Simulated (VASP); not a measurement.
A run of VASP 6.6.1:

The input INCAR:

```
PREC = Accurate ; ENCUT = 1300
EDIFF = 1E-6 ; ISMEAR = 0
SIGMA = 0.02 ; LREAL = False
LASPH = True ; NELM = 120
ALGO = Normal ; ISIF = 2
LWAVE = False ; LCHARG = False
GGA = PS ; NBANDS = 16
ISYM = 0 ; GGA_COMPAT = False
```

The input KPOINTS:

```
regular mesh
0
Gamma
  8 8 15
```

POSCAR

```
C
1.0
    3.5809658789      0.0000000000      0.0000009172
    0.0000000000      3.5809658789      0.0000000000
   -1.7904824884      0.0000000000      1.7733809159
C
4
Direct
    0.0000000000      0.4999998545      0.0000000000
    0.5000000000     -0.0000001455      0.0000000000
    0.5000000000      0.2500001455      0.5000000000
    0.0000000000      0.7500001455      0.5000000000
```

Potentials or basis: VASP PAW PBE potentials, release 64 (C_h).

Command:

```console
$ cat potpaw_PBE.64/C_h/POTCAR > POTCAR
$ mpirun -np 1 vasp_std > vasp.out
```

Hardware: 1 thread of Intel(R) Xeon(R) Platinum 8259CL CPU @ 2.50GHz (Skylake/Cascade Lake), with other jobs on the host.

Q: Estimate the wall time of this run.

A: It took 7.1 min on 1 thread of Intel(R) Xeon(R) Platinum 8259CL CPU @ 2.50GHz (Skylake/Cascade Lake), with other jobs on the host, peak memory 0.58 GiB. Counts: scf iterations 11, k points 482.
